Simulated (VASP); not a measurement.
Input of a VASP 6.6.1 run:

The input INCAR:

```
SYSTEM = AlN
PREC = Accurate
ENCUT = 520
EDIFF = 1E-6
ISMEAR = -1
SIGMA = 0.05
LREAL = .FALSE.
LASPH = .TRUE.
NELM = 80
ALGO = Normal
ISIF = 2
LWAVE = .FALSE.
LCHARG = .TRUE.
GGA = PS
LELF = .TRUE.
LVHAR = .TRUE.
NBANDS = 11
```

Contents of KPOINTS:

```
Automatic mesh
0
G
  10 10 10
  0 0 0
```

The input POSCAR:

```
AlN
1.0
    0.0000000000      2.1817479346      2.1817479346
    2.1817479346      0.0000000000      2.1817479346
    2.1817479346      2.1817479346      0.0000000000
Al N
1 1
Direct
    0.0000000000      0.0000000000      0.0000000000
    0.2500000000      0.2500000000      0.2500000000
```

Potentials or basis: VASP PAW PBE potentials, release 64 (Al, N).

Run with:

```bash
$ cat potpaw_PBE.64/Al/POTCAR potpaw_PBE.64/N/POTCAR > POTCAR
$ mpirun -np 1 vasp_std > vasp.out
```

Problem. Estimate the band gap on the k mesh.

Solution. 3.19 eV, indirect (least direct gap 4.16 eV).

Problem. What does it give for the pressure?

Solution. 2.0 GPa.

Caveat: the PAW data sets were made with another functional, which shifts forces and pressure a little. A k mesh can miss the band edges.
